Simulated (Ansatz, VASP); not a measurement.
## Two plane-wave programs on YC2N2

```
Y C N
1.0
     8.51743    0.00000    0.00000
     0.00000    8.51743    0.00000
     0.00000    0.00000    3.74586
Y C N
2 4 4
Cartesian
  0.0000 0.0000 0.0000
  4.2587 4.2587 0.0000
  1.7699 6.7476 0.0000
  6.7476 1.7699 0.0000
  1.7699 1.7699 0.0000
  6.7476 6.7476 0.0000
  2.5972 5.9202 0.0000
  5.9202 2.5972 0.0000
  2.5972 2.5972 0.0000
  5.9202 5.9202 0.0000
```

Alike in both runs: task single point; functional PBE; k mesh 2 × 2 × 4; occupations gaussian, width 0.1 eV; collinear spin.

|  | VASP | Ansatz |
| --- | --- | --- |
| version | VASP 6.6.1 | Ansatz 0.2.0 |
| potentials or method | VASP PAW PBE potentials, release 64 (Y_sv, C, N), cutoff 520 eV | scalar-relativistic, plane waves, PAW |
| valence electrons in the cell | 58 | 58 |

```csv
,VASP,Ansatz,Ansatz less VASP
gap on the k mesh at the Fermi level (eV),none,none,-
pressure (GPa),0.3,0.0,-0.27
"traceless stress, the component that is largest in VASP (GPa)",-0.05,0.06,+0.110
rms of the force components (eV/Å),0.393,0.155,-0.2379
net moment per atom (μB),0.14,0.09,-0.055
size of the moment on the site where the two differ most (μB),0.52,0.11,-0.410
```

Site moments also hang on the region over which each program counts them. Atom by atom the forces differ by 0.239 eV/Å (rms over components). A gap of «none» marks a metal or a gap that the smearing closes.

The k mesh is coarse, so the values compare programs but aren't converged. Noted on VASP's run: the standard files for N, O and F lose accuracy on very short bonds.
